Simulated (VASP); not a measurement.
**HfO2: single point with r2SCAN**

Crystal: HfO2.

```
Hf O
1.0
     0.00000    2.65562    2.52916
     2.65562    0.00000    2.52916
     2.65562    2.65562    0.00000
Hf O
1 2
Direct
  0.00000 0.00000 0.00000
  0.25000 0.25000 0.25000
  0.75000 0.75000 0.75000
```

This cell differs from its parent crystal: strain +0.050 along x and y, +0.000 along z.

| Property | Result |
| --- | --- |
| Program | VASP 6.6.1 |
| Task | single point |
| Functional | r2SCAN |
| Potentials or basis | VASP PAW PBE potentials, release 64 (Hf_pv, O) |
| Cutoff | 520 eV |
| k mesh | 8 × 8 × 8 |
| Occupations | gaussian, width 0.05 eV |
| Spin | no spin polarisation |

The pressure is -24.4 GPa and the band gap on the k mesh is 3.56 eV (least direct gap 3.62 eV).

Stress tensor (GPa, compression positive):
```
-31.51   0.00   0.00
  0.00 -31.51   0.00
  0.00   0.00 -10.18
```

Levels at points of the mesh, in eV from the valence-band top:
```
           k point  band 7  band 8  band 9  band 10  band 11  band 12  band 13  band 14  band 15  band 16
(0.00, 0.00, 0.00)   -5.22   -5.22   -1.15    -1.15    -0.51     3.56     3.85     5.50     9.46     9.46
(0.50, 0.00, 0.00)   -4.16   -3.25   -2.96    -2.17    -2.07     4.27     4.46     6.23     8.56     8.62
(0.50, 0.50, 0.00)   -3.75   -3.75   -1.88    -1.88     0.00     3.62     5.15     6.39     7.65     7.65
(0.50, 0.00, 0.50)   -3.81   -3.55   -2.08    -1.26    -0.50     3.59     5.19     5.76     7.22     7.60
```

It took 94 s on 1 thread of Intel(R) Xeon(R) Platinum 8488C (Sapphire Rapids), with other jobs on the host, peak memory 0.19 GiB.

Caveat: the cell differs from its parent crystal (strain +0.050 along x and y, +0.000 along z); the stress differs along the axes, from -32 to -10 GPa; the PAW data sets were made with another functional, which shifts forces and pressure a little; spin-orbit coupling is left out, which moves the levels of the heavy elements. A k mesh can miss the band edges.
